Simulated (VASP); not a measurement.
Write the native input for VASP 6.6.1 that does the following.

| Quantity | Value |
| --- | --- |
| Task | single point |
| Functional | PBE |
| Potentials or basis | VASP PAW PBE potentials, release 64 (Al, Fe) |
| Cutoff | 600 eV |
| k mesh | 11 × 11 × 11 |
| Occupations | fermi-dirac, width 0.1 eV |
| Spin | collinear spin, ferromagnetic start |
| Starting moments | [0.0, 0.5] μB |
| Fixed moment | 0.5 μB |
| Dipole correction | no |
| Further INCAR settings | ALGO = Normal; EDIFF = 1e-06; NBANDS = 16 |

The structure of AlFe lies in POSCAR:

```
AlFe
1.0
    2.9100000000      0.0000000000      0.0000000000
    0.0000000000      2.9100000000      0.0000000000
    0.0000000000      0.0000000000      2.9100000000
Al Fe
1 1
Direct
    0.0000000000      0.0000000000      0.0000000000
    0.5000000000      0.5000000000      0.5000000000
```

The input as run:

INCAR

```
SYSTEM = AlFe
PREC = Accurate
ENCUT = 600
EDIFF = 1E-6
ISMEAR = -1
SIGMA = 0.1
LREAL = .False.
LASPH = .True.
NELM = 200
ALGO = Normal
ISIF = 2
LWAVE = .False.
LCHARG = .True.
ISPIN = 2
MAGMOM = 0 0.5
LORBIT = 11
NUPDOWN = 0.5
LMAXMIX = 4
GGA = PE
LELF = .True.
LVHAR = .True.
NBANDS = 16
GGA_COMPAT = .False.
```

KPOINTS

```
regular mesh
0
Gamma
  11 11 11
  0 0 0
```

Potentials or basis: VASP PAW PBE potentials, release 64 (Al, Fe).

Command:

```sh
$ cat potpaw_PBE.64/Al/POTCAR potpaw_PBE.64/Fe/POTCAR > POTCAR
$ mpirun -np 1 vasp_std > vasp.out
```

Results of the run:

```json
{"Pressure": "-6.1 GPa", "Net moment": "0.50 μB per cell", "Site moments": "Al -0.02; Fe +0.54 μB", "Valence electrons inside the program's atomic spheres": "Al 0.81; Fe 7.35"}
```

Caveat: the total moment is fixed, so each spin has its own Fermi level.

Run time: 24 s on 1 thread of Intel(R) Xeon(R) Platinum 8488C (Sapphire Rapids) (shared host), peak memory 0.17 GiB.
